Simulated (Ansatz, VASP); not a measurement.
One calculation of Ba, two programs

```
Ba
1.0
     1.95500   -3.65000   -0.00912
     1.95500    3.65000    0.00912
     0.00000    0.01425    5.70000
Ba
1
Direct
  0.00000 0.00000 0.00000
```

Change from the starting cell: strain +0.0050 x Voigt [0, 0, 0, 1, 0, 0], atoms carried along.

Alike in both runs: task single point; functional LDA; k mesh 14 × 14 × 8; occupations gaussian, width 0.15 eV; no spin polarisation.

|  | VASP | Ansatz |
| --- | --- | --- |
| version | VASP 6.6.1 | Ansatz 0.2.0 |
| potentials or method | VASP PAW LDA potentials, release 64 (Ba_sv), cutoff 520 eV | scalar-relativistic, plane waves, PAW |
| valence electrons in the cell | 10 | 10 |

Ansatz gave:

| Quantity | Value |
| --- | --- |
| gap on the k mesh at the Fermi level (eV) | none |
| pressure (GPa) | -0.3 |
| traceless stress, the component that is largest in VASP (GPa) | -1.93 |

What did VASP give for the same quantities?

gap on the k mesh at the Fermi level (eV): none; pressure (GPa): -0.3; traceless stress, the component that is largest in VASP (GPa): -1.97.

LDA's correlation is that of Perdew and Zunger in VASP and of Perdew and Wang (1992) in Ansatz. A gap of «none» marks a metal or a gap that the smearing closes.

Neither program's run includes spin-orbit coupling.
